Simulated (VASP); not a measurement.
# TiB in VASP: a series of runs, part 2 of 2

VASP 6.6.1. The steps go on from the part before.

## 3. Relaxation of cell and atoms, r2SCAN, target pressure 20 GPa, at which the enthalpy is minimised

This run uses another cell than the first one, of 13.10 Å³/atom.

POSCAR reads:

```
TiB
1.0
    0.0000000000      2.3571643888      2.3571643888
    2.3571643888      0.0000000000      2.3571643888
    2.3571643888      2.3571643888      0.0000000000
Ti B
1 1
Direct
    0.7500000000      0.7500000000      0.7500000000
    0.0000000000      0.0000000000      0.0000000000
```

INCAR.step1 reads:

```
SYSTEM = TiB
PREC = Accurate
ENCUT = 600
ISMEAR = 0
SIGMA = 0.1
LREAL = .False.
LASPH = .True.
NELM = 80
GGA = PE
ALGO = Normal
EDIFF = 1E-4
LWAVE = .True.
LCHARG = .False.
```

INCAR.step2 reads:

```
SYSTEM = TiB
PREC = Accurate
ENCUT = 600
EDIFF = 1E-6
ISMEAR = 0
SIGMA = 0.1
LREAL = .False.
LASPH = .True.
NELM = 80
ALGO = Normal
ISIF = 3
LWAVE = .False.
LCHARG = .False.
METAGGA = R2SCAN
LMIXTAU = .True.
IBRION = 2
NSW = 70
EDIFFG = -0.008
PSTRESS = 200.0
ISTART = 1
```

KPOINTS reads:

```
Automatic mesh
0
Gamma
  16 16 16
  0 0 0
```

Potentials or basis: VASP PAW PBE potentials, release 64 (Ti_sv, B).

Run with:

```
$ cat potpaw_PBE.64/Ti_sv/POTCAR potpaw_PBE.64/B/POTCAR > POTCAR
$ cp INCAR.step1 INCAR
$ mpirun -np 1 vasp_std > vasp.out
$ cp INCAR.step2 INCAR
$ mpirun -np 1 vasp_std > vasp.out
```

OUTCAR:

```text
SYSTEM = TiB
   PREC = Accurate
   ENCUT = 600
   EDIFF = 1E-6
   ISMEAR = 0
   LREAL = .False.
   LASPH = .True.
   NELM = 80
   ISIF = 3
   METAGGA = R2SCAN
   IBRION = 2
   NSW = 70
   EDIFFG = -0.008
   PSTRESS = 200.0
   ISTART = 1

 ion  position               nearest neighbor table
   1  0.750  0.750  0.750-   2 2.04   2 2.04   2 2.04   2 2.04
   2  0.000  0.000  0.000-   1 2.04   1 2.04   1 2.04   1 2.04

  LATTYP: Found a face centered cubic cell.
 ALAT       =     4.7143287776

  Lattice vectors:

 A1 = (   0.0000000000,   2.3571643888,   2.3571643888)
 A2 = (   2.3571643888,   0.0000000000,   2.3571643888)
 A3 = (   2.3571643888,   2.3571643888,   0.0000000000)

Analysis of symmetry for initial positions (statically):
=====================================================================
 Subroutine PRICEL returns:
 Original cell was already a primitive cell.

 Routine SETGRP: Setting up the symmetry group for a
 face centered cubic supercell.

 Subroutine GETGRP returns: Found 24 space group operations
 (whereof 24 operations were pure point group operations)
 out of a pool of 48 trial point group operations.

The static configuration has the point symmetry T_d .

Analysis of symmetry for dynamics (positions and initial velocities):
=====================================================================
 Subroutine PRICEL returns:
 Original cell was already a primitive cell.

 Routine SETGRP: Setting up the symmetry group for a
 face centered cubic supercell.

 Subroutine GETGRP returns: Found 24 space group operations
 (whereof 24 operations were pure point group operations)
 out of a pool of 48 trial point group operations.

The dynamic configuration has the point symmetry T_d .

 Subroutine INISYM returns: Found 24 space group operations
 (whereof 24 operations are pure point group operations),
 and found     1 'primitive' translations

----------------------------------------------------------------------------------------

                                     Primitive cell

  volume of cell :      26.1939

  direct lattice vectors                    reciprocal lattice vectors
     0.000000000  2.357164389  2.357164389    -0.212119274  0.212119274  0.212119274
     2.357164389  0.000000000  2.357164389     0.212119274 -0.212119274  0.212119274
     2.357164389  2.357164389  0.000000000     0.212119274  0.212119274 -0.212119274

  length of vectors
     3.333533847  3.333533847  3.333533847     0.367401361  0.367401361  0.367401361

  position of ions in fractional coordinates (direct lattice)
     0.750000000  0.750000000  0.750000000
     0.000000000  0.000000000  0.000000000

  ion indices of the primitive-cell ions
   primitive index   ion index
                 1           1
                 2           2

----------------------------------------------------------------------------------------

 KPOINTS: Automatic mesh

Automatic generation of k-mesh.
 Grid dimensions read from file:
 generate k-points for:   16   16   16

 Generating k-lattice:

  Cartesian coordinates                     Fractional coordinates (reciprocal lattice)
    -0.013257455  0.013257455  0.013257455     0.062500000  0.000000000  0.000000000
[... 49 lines left out ...]
 SYSTEM =  TiB
   PREC   = accura    normal or accurate (medium, high low for compatibility)
   ISTART =      1    job   : 0-new  1-cont  2-samecut
   ICHARG =      0    charge: 1-file 2-atom 10-const
   ISPIN  =      1    spin polarized calculation?
   LNONCOLLINEAR =      F non collinear calculations
   LSORBIT =      F    spin-orbit coupling
   LASPH  =      T    aspherical Exc in radial PAW
   ENCUT  =  600.0 eV  44.10 Ry    6.64 a.u.   6.66  6.66  6.66*2*pi/ulx,y,z
   NELM   =     80;   NELMIN=  2; NELMDL=  0     # of ELM steps
   EDIFF  = 0.1E-05   stopping-criterion for ELM
   LREAL  =      F    real-space projection
   EDIFFG = -.8E-02   stopping-criterion for IOM
   NSW    =     70    number of steps for IOM
   IBRION =      2    ionic relax: 0-MD 1-quasi-New 2-CG
   NFREE  =      1    steps in history (QN), initial steepest desc. (CG)
   ISIF   =      3    stress and relaxation
   ISYM   =      2    0-nonsym 1-usesym 2-fastsym
   POTIM  = 0.5000    time-step for ionic-motion
   TEBEG  =    0.0;   TEEND  =   0.0 temperature during run
   PSTRESS=  200.0 pullay stress
   NELECT =      15.0000    total number of electrons
   NUPDOWN=      -1.0000    fix difference up-down
   EMIN   =  10.00;   EMAX   =-10.00  energy-range for DOS
   EFERMI =   0.00;   METHOD = LEGACY
   ISMEAR =     0;   SIGMA  =   0.10  broadening in eV -4-tet -1-fermi 0-gaus
   EFERMI_NEDOS =   21; number of points for ismear=-14 and -15
   IALGO  =     38    algorithm
   IMIX   =      4    mixing-type and parameters
     AMIX     =   0.40;   BMIX     =  1.00
     AMIX_MAG =   1.60;   BMIX_MAG =  1.00
  volume/ion in A,a.u.               =      13.10        88.38
  Fermi-wavevector in a.u.,A,eV,Ry     =   1.359478  2.569040 25.146006  1.848179
  Thomas-Fermi vector in A             =   2.486222
   LORBIT       =      0    0 simple, 1 ext, 2 COOP (PROOUT), +10 PAW based schemes
   METAGGA = R2SCAN    functional components
   LHFCALC =     F    Hartree Fock is set to
   AEXX    =    0.0000 exact exchange contribution
   IVDW    =     0    specifies the selected vdW correction
   LEPSILON=     F    determine dielectric tensor
   LRPA    =     F    only Hartree local field effects (RPA)
 conjugate gradient relaxation of ions
 non-spin polarized calculation
 Gauss-broadening in eV      SIGMA  =   0.10
  energy-cutoff  :      600.00
  volume of cell :       26.19
 maximum number of plane-waves:       897
   NGX = 13   NGY = 13   NGZ = 13

--------------------------------------- Ionic step        1  -------------------------------------------

 number of electron      15.0000001 magnetization

 Free energy of the ion-electron system (eV)
  ---------------------------------------------------
  ext. energy  EPLUGINS =         0.00000000
  ---------------------------------------------------
  free energy    TOTEN  =       -18.67338915 eV

  energy without entropy =      -18.66541228  energy(sigma->0) =      -18.66940072

------------------------ aborting loop because EDIFF is reached ----------------------------------------

  FORCE on cell =-STRESS in cart. coord.  units (eV):
  Direction    XX          YY          ZZ          XY          YZ          ZX
  --------------------------------------------------------------------------------------
  -------------------------------------------------------------------------------------
  Total        3.3900829      3.3900829      3.3900829      0.0000000     -0.0000000      0.0000000
  in kB      207.3582364    207.3582364    207.3582364      0.0000000     -0.0000000      0.0000000
  external PRESSURE =       7.3582364 kB  Pullay stress =     200.0000000 kB
[... 63 lines left out ...]
--------------------------------------- Ionic step        3  -------------------------------------------

 number of electron      15.0000001 magnetization

 Free energy of the ion-electron system (eV)
  ---------------------------------------------------
  ext. energy  EPLUGINS =         0.00000000
  ---------------------------------------------------
  free energy    TOTEN  =       -18.68767352 eV

  energy without entropy =      -18.67965900  energy(sigma->0) =      -18.68366626

 E-fermi :   5.8170     XC(G=0): -11.7738

 val. band max:        5.8116878383   @ k =   0.4375   0.2500   0.0000
 cond. band min:       5.8270909278   @ k =  -0.3750   0.4375   0.1250
 fundamental gap:      0.0154030895
 Fermi energy:         5.8170036962

 k-point     1 :       0.0000    0.0000    0.0000
  band No.  band energies     occupation
      1     -52.1760      2.00000
      2     -27.3541      2.00000
      3     -27.3541      2.00000
      4     -27.3541      2.00000
      5      -2.8395      2.00000
      6       4.5384      2.00000
      7       4.5384      2.00000
      8       4.5384      2.00000
      9       8.6290      0.00000
     10       8.6290      0.00000
     11      15.6696      0.00000
[... 309 lines left out ...]
 k-point    24 :      -0.0625    0.0625    0.0000
  band No.  band energies     occupation
      1     -52.1734      2.00000
      2     -27.3764      2.00000
      3     -27.3612      2.00000
      4     -27.3562      2.00000
      5      -2.6347      2.00000
      6       4.3913      2.00000
      7       4.6227      2.00000
      8       4.6310      2.00000
      9       8.4955      0.00000
     10       8.6294      0.00000
     11      15.4206      0.00000

 [... further k-points ...]

------------------------ aborting loop because EDIFF is reached ----------------------------------------

  FORCE on cell =-STRESS in cart. coord.  units (eV):
  Direction    XX          YY          ZZ          XY          YZ          ZX
  --------------------------------------------------------------------------------------
  -------------------------------------------------------------------------------------
  Total        3.2814662      3.2814662      3.2814662      0.0000000     -0.0000000      0.0000000
  in kB      199.8570332    199.8570332    199.8570332      0.0000000     -0.0000000      0.0000000
  external PRESSURE =      -0.1429668 kB  Pullay stress =     200.0000000 kB
[... 21 lines left out ...]
  energy  without entropy=      -18.6796589990  energy(sigma->0) =      -18.68366626

  enthalpy is  TOTEN    =       -15.4038599251 eV   P V=        3.2838135911

 reached required accuracy - stopping structural energy minimisation
```

Run time: 5.6 min. Hardware: 1 thread of Intel Xeon Platinum 8488C (Sapphire Rapids), shared host; peak memory 0.21 GiB.

What came out:

```
Free energy                                                : -18.6877 eV
Relaxed volume                                             : 13.15 Å³/atom
Relaxed cell                                               : a = 3.338 Å, b = 3.338 Å, c = 3.338 Å, α = 60.00°, β = 60.00°, γ = 60.00°
Space group after relaxing (to 0.1 Å)                      : F-43m (No. 216)
Energy change on relaxing (the run minimises the enthalpy) : -7.1 meV/atom
Ionic steps                                                : 3
Pressure after relaxing                                    : 20.0 GPa
Band gap on the k mesh                                     : zero (an odd number of electrons rules out a gap without spin polarisation)
```

Step by step:
```
step  energy change (eV)  largest force (eV/Å)  pressure (GPa)  volume (Å³)
   1              0.0000                0.0000           20.74        26.19
   2             -0.0285                0.0000           19.22        26.42
   3             -0.0143                0.0000           19.99        26.31
```

Final structure:
```
CELL_PARAMETERS angstrom
0.00000 2.36053 2.36053
2.36053 0.00000 2.36053
2.36053 2.36053 0.00000
ATOMIC_POSITIONS crystal
Ti 0.75000 0.75000 0.75000
B 0.00000 0.00000 0.00000
```

Levels at points of the mesh, in eV from the Fermi level:
```csv
k point,band 6,band 7,band 8,band 9,band 10,band 11
"(0.00, 0.00, 0.00)",-1.28,-1.28,-1.28,2.81,2.81,9.85
"(0.50, 0.00, 0.00)",-2.56,-0.71,-0.71,3.30,3.30,4.14
"(0.50, 0.50, 0.00)",-3.33,0.83,1.09,1.09,3.75,4.62
```

Caveat: the cell is relaxed towards a set pressure, so the run minimises the enthalpy, not the energy; the PAW data sets were made with another functional, which shifts forces and pressure a little.

## 4. Single point, r2SCAN (biaxial strain in the a-b plane: +2.0 %)

POSCAR reads:

```
TiB
1.0
    2.5262551425      2.5262551425      0.0000000000
   -2.5262551425      2.5262551425      0.0000000000
    0.0000000000      0.0000000000      4.8940001584
Ti B
2 2
Direct
    0.5000000000      0.0000000000      0.2500000000
    0.0000000000      0.5000000000      0.7500000000
    0.0000000000      0.0000000000      0.0000000000
    0.5000000000      0.5000000000      0.5000000000
```

INCAR.step1 reads:

```
SYSTEM = TiB
PREC = Accurate
ENCUT = 520
ISMEAR = 0
SIGMA = 0.1
LREAL = .False.
LASPH = .True.
NELM = 100
NBANDS = 23
GGA = PE
ALGO = Normal
EDIFF = 1E-4
LWAVE = .True.
LCHARG = .False.
```

INCAR.step2 reads:

```
SYSTEM = TiB
PREC = Accurate
ENCUT = 520
EDIFF = 1E-6
ISMEAR = 0
SIGMA = 0.1
LREAL = .False.
LASPH = .True.
NELM = 100
ALGO = Normal
ISIF = 2
LWAVE = .False.
LCHARG = .True.
METAGGA = R2SCAN
LMIXTAU = .True.
LELF = .True.
LVHAR = .True.
NBANDS = 23
ISTART = 1
```

KPOINTS reads:

```
regular mesh
0
Gamma
  16 16 10
  0 0 0
```

Run with:

```
$ cat potpaw_PBE.64/Ti_sv/POTCAR potpaw_PBE.64/B/POTCAR > POTCAR
$ cp INCAR.step1 INCAR
$ mpirun -np 1 vasp_std > vasp.out
$ cp INCAR.step2 INCAR
$ mpirun -np 1 vasp_std > vasp.out
```

Run time: 13 min. Hardware: 1 thread of AMD EPYC 9R45 (Zen 5), shared host; peak memory 0.4 GiB.

It converged, with:

```yaml
Free_energy: -37.8357 eV
Pressure: -2.6 GPa
Band_gap_on_the_k_mesh: zero (bands 15 and 16 overlap by 1.34 eV)
```

Stress tensor (GPa, compression positive):
```
-2.18  0.00  0.00
 0.00 -2.18  0.00
 0.00  0.00 -3.40
```

Levels at points of the mesh, in eV from the Fermi level:
| k point | band 12 | band 13 | band 14 | band 15 | band 16 | band 17 | band 18 | band 19 |
| --- | --- | --- | --- | --- | --- | --- | --- | --- |
| (0.00, 0.00, 0.00) | -1.05 | -1.05 | -0.97 | 0.71 | 0.71 | 0.95 | 2.31 | 2.49 |
| (0.50, 0.00, 0.00) | -1.70 | -0.97 | -0.97 | -0.30 | -0.30 | 2.00 | 2.00 | 2.64 |
| (0.50, 0.50, 0.00) | -2.80 | 0.75 | 0.75 | 0.79 | 0.79 | 0.94 | 0.94 | 3.10 |
| (0.00, 0.00, 0.50) | -1.93 | -0.46 | -0.46 | -0.46 | -0.46 | 1.55 | 1.55 | 2.70 |
| (0.50, 0.00, 0.50) | -2.34 | -0.63 | -0.63 | -0.44 | -0.44 | 2.72 | 2.72 | 2.79 |
| (0.50, 0.50, 0.50) | -1.96 | -0.29 | -0.29 | 0.48 | 0.48 | 1.04 | 1.04 | 2.30 |

Caveat: the cell differs from its parent crystal (biaxial strain in the a-b plane: +2.0 %); the PAW data sets were made with another functional, which shifts forces and pressure a little.

## 5. Single point, r2SCAN (equal strain along all axes, cell held: +2.0 %)

POSCAR: that of step 4 with these lines changed.

```diff
@@ -4,3 +4,3 @@
    -2.5262551425      2.5262551425      0.0000000000
-    0.0000000000      0.0000000000      4.8940001584
+    0.0000000000      0.0000000000      5.0525102850
 Ti B
```

INCAR.step1 reads:

```
PREC     = Accurate       # precision mode
ENCUT    = 520            # plane-wave cutoff, eV
ISMEAR   = 0              # smearing method
SIGMA    = 0.1            # smearing width, eV
LREAL    = False          # projectors in reciprocal space
LASPH    = True           # aspherical terms in the spheres
NELM     = 60             # most SCF steps
NBANDS   = 23             # bands
GGA      = PE             # functional
ALGO     = Normal         # electronic algorithm
EDIFF    = 1E-4           # SCF threshold, eV
LWAVE    = True           # write WAVECAR
LCHARG   = False          # write CHGCAR
```

INCAR.step2 reads:

```
PREC     = Accurate       # precision mode
ENCUT    = 520            # plane-wave cutoff, eV
EDIFF    = 1E-7           # SCF threshold, eV
ISMEAR   = 0              # smearing method
SIGMA    = 0.1            # smearing width, eV
LREAL    = False          # projectors in reciprocal space
LASPH    = True           # aspherical terms in the spheres
NELM     = 60             # most SCF steps
ALGO     = Normal         # electronic algorithm
ISIF     = 2              # what is computed and relaxed
LWAVE    = False          # write WAVECAR
LCHARG   = True           # write CHGCAR
METAGGA  = R2SCAN         # meta-GGA
LMIXTAU  = True         
LELF     = True           # ELF
LVHAR    = True         
NBANDS   = 23             # bands
ISTART   = 1
```

KPOINTS reads:

```
regular mesh
0
Gamma
  16 16 10
```

Run with:

```
$ cat potpaw_PBE.64/Ti_sv/POTCAR potpaw_PBE.64/B/POTCAR > POTCAR
$ cp INCAR.step1 INCAR
$ mpirun -np 1 vasp_std > vasp.out
$ cp INCAR.step2 INCAR
$ mpirun -np 1 vasp_std > vasp.out
```

Run time: 10 min. Hardware: 1 thread of Intel Xeon 6975P-C (Granite Rapids), shared host; peak memory 0.44 GiB.

The run converged. Its results:

- Free energy: -37.7816 eV
- Pressure: -5.4 GPa
- Band gap on the k mesh: zero (bands 15 and 16 overlap by 1.30 eV)

Levels at points of the mesh, in eV from the Fermi level:
| k point | band 13 | band 14 | band 15 | band 16 | band 17 | band 18 |
| --- | --- | --- | --- | --- | --- | --- |
| (0.00, 0.00, 0.00) | -0.98 | -0.98 | 0.78 | 0.78 | 0.82 | 2.34 |
| (0.50, 0.00, 0.00) | -1.00 | -1.00 | -0.22 | -0.22 | 1.98 | 1.98 |
| (0.50, 0.50, 0.00) | 0.78 | 0.78 | 0.78 | 0.78 | 0.82 | 0.82 |
| (0.00, 0.00, 0.50) | -0.38 | -0.38 | -0.38 | -0.38 | 1.42 | 1.42 |
| (0.50, 0.00, 0.50) | -0.51 | -0.51 | -0.51 | -0.51 | 2.67 | 2.67 |
| (0.50, 0.50, 0.50) | -0.39 | -0.39 | 0.62 | 0.62 | 0.85 | 0.85 |

Caveat: the cell differs from its parent crystal (equal strain along all axes, cell held: +2.0 %); the cell stands under tension; the PAW data sets were made with another functional, which shifts forces and pressure a little.

## 6. Overview

| task | cell | k mesh | cutoff (eV) | gap on the mesh (eV) | pressure (GPa) |
| --- | --- | --- | --- | --- | --- |
| relaxation of cell and atoms | relaxed to 40 GPa from a = 3.247 Å, angles 60.0°, 2 atoms, atomic positions A | 16 × 16 × 16 | 600 | none | 40.0 |
| relaxation of cell and atoms | relaxed to 20 GPa from a = 3.334 Å, angles 60.0°, 2 atoms, atomic positions A | 16 × 16 × 16 | 600 | none | 20.0 |
| single point | a = 3.573, b = 3.573, c = 4.894 Å, 4 atoms, atomic positions B | 16 × 16 × 10 | 520 | none | -2.6 |
| single point | a = 3.573, b = 3.573, c = 5.053 Å, 4 atoms, atomic positions B | 16 × 16 × 10 | 520 | none | -5.4 |

Alike in all rows: level r2SCAN; potentials or basis VASP PAW PBE potentials, release 64 (Ti_sv, B); no spin polarisation; smearing gaussian 0.1 eV.

Caveats: the PAW data sets were made with another functional, which shifts forces and pressure a little; the cell is relaxed towards a set pressure, so the run minimises the enthalpy, not the energy (at least some runs); the cell stands under tension (at least some runs).

Absolute energies hang on the potentials; compare differences alone.
